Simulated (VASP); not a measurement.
Input of a VASP 6.6.1 run:

The input INCAR:

```
SYSTEM = SiO2
ALGO     = Normal         ! electronic algorithm
EDIFF    = 1E-6           ! SCF threshold, eV
ENCUT    = 1340           ! plane-wave cutoff, eV
GGA      = CA             ! functional
GGA_COMPAT= .False.      
ISIF     = 2              ! what is computed and relaxed
ISMEAR   = 0              ! smearing method
LASPH    = .True.         ! aspherical terms in the spheres
LCHARG   = .False.        ! write CHGCAR
LREAL    = .False.        ! projectors in reciprocal space
LWAVE    = .False.        ! write WAVECAR
NBANDS   = 25             ! bands
NELM     = 120            ! most SCF steps
PREC     = Accurate       ! precision mode
SIGMA    = 0.05           ! smearing width, eV
```

The input KPOINTS:

```
k-points
0
Gamma
  6 6 10
  0 0 0
```

The input POSCAR:

```
SiO2
1.0
    4.1605044200      0.0000000000      0.0000000000
    0.0000000000      4.1605044200      0.0000000000
    0.0000000000      0.0000000000      2.5695275298
Si O
2 4
Direct
    0.5000000000      0.5000000000      0.5000000000
    0.0000000000      0.0000000000      0.0000000000
    0.6944252994      0.6944252994      0.0000000000
    0.1944252994      0.8055747006      0.5000000000
    0.3055747006      0.3055747006      0.0000000000
    0.8055747006      0.1944252994      0.5000000000
```

Potentials or basis: VASP PAW LDA potentials, release 64 (Si, O_h).

Command:

```bash
$ cat potpaw_LDA.64/Si/POTCAR potpaw_LDA.64/O_h/POTCAR > POTCAR
$ mpirun -np 1 vasp_std > vasp.out
```

**Question.** Estimate the band gap on the k mesh.

**Answer.** 6.55 eV.

**Question.** Estimate the pressure.

**Answer.** 14.5 GPa.

**Question.** Estimate the largest force.

**Answer.** 0.091 eV/Å.

Stress tensor (GPa, compression positive):
```
 6.92  0.00  0.00
 0.00  6.92  0.00
 0.00  0.00 29.56
```

Caveat: the stress differs along the axes, from 7 to 30 GPa. A k mesh can miss the band edges.
